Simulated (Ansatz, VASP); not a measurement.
Mo: VASP beside Ansatz

File INCAR:

```
SYSTEM = Mo
ALGO = Fast
EDIFF = 1E-7
ENCUT = 520
GGA = PE
ISIF = 2
ISMEAR = 0
LASPH = .TRUE.
LCHARG = .TRUE.
LELF = .TRUE.
LREAL = .FALSE.
LVHAR = .TRUE.
LWAVE = .FALSE.
NBANDS = 13
NELM = 100
PREC = Accurate
SIGMA = 0.15
```

Contents of KPOINTS:

```
k-points
0
G
  20 20 20
  0 0 0
```

The input POSCAR:

```
Mo
1.0
    0.0000000000      2.0150000000      2.0956000000
    2.0150000000      0.0000000000      2.0956000000
    2.0150000000      2.0150000000      0.0000000000
Mo
1
Direct
    0.0000000000      0.0000000000      0.0000000000
```

Input for Ansatz:

```yaml
crystal:
  lattice:
    - [0.0, 2.015, 2.0956]
    - [2.015, 0.0, 2.0956]
    - [2.015, 2.015, 0.0]
  atoms:
    - { symbol: Mo, position: [0.0, 0.0, 0.0] }
basis:
  ecutwfc: 420
kpoints:
  mp_grid: { grid: [20, 20, 20] }
hamiltonian:
  xc: pbe
scf:
  occupations: { method: gaussian, width: 0.15 }
output:
  forces: true
  stress: true
  eigenvalues: true
```

Change from the starting cell: strain +0.000 along x and y, +0.040 along z, atoms carried along.

Alike in both runs: task single point; functional PBE; k mesh 20 × 20 × 20; occupations gaussian, width 0.15 eV; no spin polarisation.

```csv
,VASP,Ansatz
version,VASP 6.6.1,Ansatz 0.2.0
potentials or method,"VASP PAW PBE potentials, release 64 (Mo_sv), cutoff 520 eV","scalar-relativistic, plane waves, PAW"
valence electrons in the cell,14,14
```

VASP gave:

| Property | Result |
| --- | --- |
| gap on the k mesh at the Fermi level (eV) | none |
| pressure (GPa) | -12.2 |
| traceless stress, the component that is largest in VASP (GPa) | 4.03 |

Which values does Ansatz return?

gap on the k mesh at the Fermi level (eV): none; pressure (GPa): -12.6; traceless stress, the component that is largest in VASP (GPa): 4.04.

A gap of «none» marks a metal or a gap that the smearing closes. The functional is the same, so the differences come from potentials, cutoffs and numerics.
